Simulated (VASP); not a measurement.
# ZnSe (Fm-3m) in VASP: notebook, part 2 of 2

VASP 6.6.1. The steps go on from the part before.

## 3. Single point, r2SCAN (18.78 Å³/atom)

This run uses another cell than the first one, of 18.78 Å³/atom.

Contents of POSCAR:

```
ZnSe
1.0
    0.0000000000      2.6579652406      2.6579652406
    2.6579652406      0.0000000000      2.6579652406
    2.6579652406      2.6579652406      0.0000000000
Se Zn
1 1
Direct
    0.0000000000      0.0000000000      0.0000000000
    0.5000000000      0.5000000000      0.5000000000
```

Contents of INCAR.step1:

```
SYSTEM = ZnSe
ALGO = Normal
EDIFF = 1E-4
ENCUT = 520
GGA = PE
ISMEAR = 0
LASPH = .TRUE.
LCHARG = .FALSE.
LREAL = .FALSE.
LWAVE = .TRUE.
NBANDS = 16
NELM = 80
PREC = Accurate
SIGMA = 0.05
```

Contents of INCAR.step2:

```
SYSTEM = ZnSe
ALGO = Normal
EDIFF = 1E-6
ENCUT = 520
ISIF = 2
ISMEAR = 0
ISTART = 1
LASPH = .TRUE.
LCHARG = .FALSE.
LMIXTAU = .TRUE.
LREAL = .FALSE.
LWAVE = .FALSE.
METAGGA = R2SCAN
NBANDS = 16
NELM = 80
PREC = Accurate
SIGMA = 0.05
```

Contents of KPOINTS:

```
k-points
0
G
  12 12 12
  0 0 0
```

Potentials or basis: VASP PAW PBE potentials, release 64 (Se, Zn).

On the command line:

```bash
> cat potpaw_PBE.64/Se/POTCAR potpaw_PBE.64/Zn/POTCAR > POTCAR
> cp INCAR.step1 INCAR
> mpirun -np 1 vasp_std > vasp.out
> cp INCAR.step2 INCAR
> mpirun -np 1 vasp_std > vasp.out
```

Wall time 1.9 min (1 thread of Intel Xeon 6975P-C (Granite Rapids), shared host); peak memory 0.19 GiB.

The run converged. Its results:

* Free energy: -24.2654 eV
* Pressure: 0.2 GPa
* Band gap on the k mesh: zero (bands 9 and 10 overlap by 0.65 eV)

Levels at points of the mesh, in eV from the Fermi level:
```tsv
k point	band 7	band 8	band 9	band 10	band 11	band 12
(0.00, 0.00, 0.00)	-0.49	-0.49	-0.49	1.57	9.15	9.15
(0.50, 0.00, 0.00)	-5.80	-0.12	-0.12	3.94	5.48	5.48
(0.50, 0.50, 0.00)	-5.24	-2.55	-2.55	-0.61	5.41	12.35
```

Caveat: semilocal functionals underestimate gaps, so a narrow gap can read as zero; the PAW data sets were made with another functional, which shifts forces and pressure a little.

## 4. Single point, r2SCAN (19.07 Å³/atom)

This run uses another cell than the first one, of 19.07 Å³/atom.

Contents of POSCAR:

```
ZnSe
1.0
    0.0000000000      2.6714933975      2.6714933975
    2.6714933975      0.0000000000      2.6714933975
    2.6714933975      2.6714933975      0.0000000000
Se Zn
1 1
Direct
    0.0000000000      0.0000000000      0.0000000000
    0.5000000000      0.5000000000      0.5000000000
```

Contents of INCAR.step1:

```
SYSTEM = ZnSe
  PREC = Accurate
  ENCUT = 520
  ISMEAR = 0
  SIGMA = 0.05
  LREAL = .FALSE.
  LASPH = .TRUE.
  NELM = 60
  NBANDS = 16
  GGA = PE
  ALGO = Normal
  EDIFF = 1E-4
  LWAVE = .TRUE.
  LCHARG = .FALSE.
```

Contents of INCAR.step2:

```
SYSTEM = ZnSe
  PREC = Accurate
  ENCUT = 520
  EDIFF = 1E-6
  ISMEAR = 0
  SIGMA = 0.05
  LREAL = .FALSE.
  LASPH = .TRUE.
  NELM = 60
  ALGO = Normal
  ISIF = 2
  LWAVE = .FALSE.
  LCHARG = .FALSE.
  METAGGA = R2SCAN
  LMIXTAU = .TRUE.
  NBANDS = 16
  ISTART = 1
```

Contents of KPOINTS:

```
regular mesh
0
G
  12 12 12
  0 0 0
```

On the command line:

```bash
> cat potpaw_PBE.64/Se/POTCAR potpaw_PBE.64/Zn/POTCAR > POTCAR
> cp INCAR.step1 INCAR
> mpirun -np 1 vasp_std > vasp.out
> cp INCAR.step2 INCAR
> mpirun -np 1 vasp_std > vasp.out
```

Run time: 1.7 min. Hardware: 1 thread of Intel Xeon 6975P-C (Granite Rapids), shared host; peak memory 0.19 GiB.

It converged, with:

| Item | Value |
| --- | --- |
| Free energy | -24.2638 eV |
| Pressure | -0.9 GPa |
| Band gap on the k mesh | zero (bands 9 and 10 overlap by 0.64 eV) |

Levels at points of the mesh, in eV from the Fermi level:
```tsv
k point	band 5	band 6	band 7	band 8	band 9	band 10	band 11	band 12	band 13	band 14
(0.00, 0.00, 0.00)	-6.77	-6.77	-0.47	-0.47	-0.47	1.47	9.15	9.15	9.15	10.69
(0.50, 0.00, 0.00)	-6.66	-6.66	-5.74	-0.12	-0.12	3.94	5.49	5.49	6.94	13.40
(0.50, 0.50, 0.00)	-6.62	-6.31	-5.13	-2.49	-2.49	-0.60	5.45	12.22	12.22	12.67
```

Caveat: semilocal functionals underestimate gaps, so a narrow gap can read as zero; the PAW data sets were made with another functional, which shifts forces and pressure a little.

## 5. Single point, r2SCAN

This run uses another cell than the first one, of 19.37 Å³/atom.

Contents of POSCAR:

```
ZnSe
1.0
    0.0000000000      2.6854375469      2.6854375469
    2.6854375469      0.0000000000      2.6854375469
    2.6854375469      2.6854375469      0.0000000000
Se Zn
1 1
Direct
    0.0000000000      0.0000000000      0.0000000000
    0.5000000000      0.5000000000      0.5000000000
```

Contents of INCAR.step1:

```
SYSTEM = ZnSe
PREC     = Accurate       ! precision mode
ENCUT    = 520            ! plane-wave cutoff, eV
ISMEAR   = 0              ! smearing method
SIGMA    = 0.05           ! smearing width, eV
LREAL    = .FALSE.        ! projectors in reciprocal space
LASPH    = .TRUE.         ! aspherical terms in the spheres
NELM     = 80             ! most SCF steps
NBANDS   = 16             ! bands
GGA      = PE             ! functional
ALGO     = Normal         ! electronic algorithm
EDIFF    = 1E-4           ! SCF threshold, eV
LWAVE    = .TRUE.         ! write WAVECAR
LCHARG   = .FALSE.        ! write CHGCAR
```

Contents of INCAR.step2:

```
SYSTEM = ZnSe
PREC     = Accurate       ! precision mode
ENCUT    = 520            ! plane-wave cutoff, eV
EDIFF    = 1E-6           ! SCF threshold, eV
ISMEAR   = 0              ! smearing method
SIGMA    = 0.05           ! smearing width, eV
LREAL    = .FALSE.        ! projectors in reciprocal space
LASPH    = .TRUE.         ! aspherical terms in the spheres
NELM     = 80             ! most SCF steps
ALGO     = Normal         ! electronic algorithm
ISIF     = 2              ! what is computed and relaxed
LWAVE    = .FALSE.        ! write WAVECAR
LCHARG   = .FALSE.        ! write CHGCAR
METAGGA  = R2SCAN         ! meta-GGA
LMIXTAU  = .TRUE.       
NBANDS   = 16             ! bands
ISTART   = 1
```

KPOINTS is that of step 4.

On the command line:

```bash
> cat potpaw_PBE.64/Se/POTCAR potpaw_PBE.64/Zn/POTCAR > POTCAR
> cp INCAR.step1 INCAR
> mpirun -np 1 vasp_std > vasp.out
> cp INCAR.step2 INCAR
> mpirun -np 1 vasp_std > vasp.out
```

It took 98 s on 1 thread of Intel Xeon 6975P-C (Granite Rapids), shared host; peak memory 0.19 GiB.

The run converged. Its results:

* Free energy: -24.2579 eV
* Pressure: -2.1 GPa
* Band gap on the k mesh: zero (bands 9 and 10 overlap by 0.64 eV)

Levels at points of the mesh, in eV from the Fermi level:
```csv
k point,band 5,band 6,band 7,band 8,band 9,band 10,band 11,band 12,band 13,band 14
"(0.00, 0.00, 0.00)",-6.74,-6.74,-0.45,-0.45,-0.45,1.37,9.15,9.15,9.15,10.61
"(0.50, 0.00, 0.00)",-6.63,-6.63,-5.68,-0.12,-0.12,3.93,5.50,5.50,6.82,13.30
"(0.50, 0.50, 0.00)",-6.60,-6.30,-5.02,-2.43,-2.43,-0.60,5.49,12.08,12.08,12.51
```

Caveat: semilocal functionals underestimate gaps, so a narrow gap can read as zero; the PAW data sets were made with another functional, which shifts forces and pressure a little.

## 6. Single point, r2SCAN (19.53 Å³/atom)

This run uses another cell than the first one, of 19.53 Å³/atom.

Contents of POSCAR:

```
ZnSe
1.0
    0.0000000000      2.6929424785      2.6929424785
    2.6929424785      0.0000000000      2.6929424785
    2.6929424785      2.6929424785      0.0000000000
Se Zn
1 1
Direct
    0.0000000000      0.0000000000      0.0000000000
    0.5000000000      0.5000000000      0.5000000000
```

Contents of INCAR.step1:

```
PREC = Accurate
ENCUT = 520
ISMEAR = 0
SIGMA = 0.05
LREAL = F
LASPH = T
NELM = 100
NBANDS = 16
GGA = PE
ALGO = Normal
EDIFF = 1E-4
LWAVE = T
LCHARG = F
```

Contents of INCAR.step2:

```
PREC = Accurate
ENCUT = 520
EDIFF = 1E-6
ISMEAR = 0
SIGMA = 0.05
LREAL = F
LASPH = T
NELM = 100
ALGO = Normal
ISIF = 2
LWAVE = F
LCHARG = T
METAGGA = R2SCAN
LMIXTAU = T
LELF = T
LVHAR = T
NBANDS = 16
ISTART = 1
```

Contents of KPOINTS:

```
Automatic mesh
0
Gamma
  12 12 12
```

Potentials or basis: VASP PAW PBE potentials, release 64 (Se, Zn).

On the command line:

```bash
> cat potpaw_PBE.64/Se/POTCAR potpaw_PBE.64/Zn/POTCAR > POTCAR
> cp INCAR.step1 INCAR
> mpirun -np 1 vasp_std > vasp.out
> cp INCAR.step2 INCAR
> mpirun -np 1 vasp_std > vasp.out
```

Run time: 98 s. Hardware: 1 thread of Intel Xeon 6975P-C (Granite Rapids), shared host; peak memory 0.19 GiB.

The run converged. Its results:

| Property | Result |
| --- | --- |
| Free energy | -24.2529 eV |
| Pressure | -2.7 GPa |
| Band gap on the k mesh | zero (bands 9 and 10 overlap by 0.63 eV) |

Levels at points of the mesh, in eV from the Fermi level:
| k point | band 5 | band 6 | band 7 | band 8 | band 9 | band 10 | band 11 | band 12 | band 13 | band 14 |
| --- | --- | --- | --- | --- | --- | --- | --- | --- | --- | --- |
| (0.00, 0.00, 0.00) | -6.72 | -6.72 | -0.45 | -0.45 | -0.45 | 1.32 | 9.15 | 9.15 | 9.15 | 10.57 |
| (0.50, 0.00, 0.00) | -6.62 | -6.62 | -5.65 | -0.12 | -0.12 | 3.93 | 5.50 | 5.50 | 6.76 | 13.25 |
| (0.50, 0.50, 0.00) | -6.58 | -6.29 | -4.96 | -2.40 | -2.40 | -0.59 | 5.50 | 12.01 | 12.01 | 12.42 |

Caveat: semilocal functionals underestimate gaps, so a narrow gap can read as zero; the PAW data sets were made with another functional, which shifts forces and pressure a little.

## 7. Overview

| cell | gap on the mesh (eV) | pressure (GPa) |
| --- | --- | --- |
| a = 3.708 Å, angles 60.0°, 2 atoms | none | 3.8 |
| a = 3.759 Å, angles 60.0°, 2 atoms | none | 0.2 |
| a = 3.778 Å, angles 60.0°, 2 atoms | none | -0.9 |
| a = 3.798 Å, angles 60.0°, 2 atoms | none | -2.1 |
| a = 3.808 Å, angles 60.0°, 2 atoms | none | -2.7 |

Alike in all rows: task single point; level r2SCAN; potentials or basis VASP PAW PBE potentials, release 64 (Se, Zn); no spin polarisation; k mesh 12 × 12 × 12; cutoff (eV) 520; smearing gaussian 0.05 eV.

Caveats: semilocal functionals underestimate gaps, so a narrow gap can read as zero; the PAW data sets were made with another functional, which shifts forces and pressure a little; the cell stands under pressure (at least some runs).

Total energies depend on the potentials used, so only differences within one code and one set of settings carry meaning.
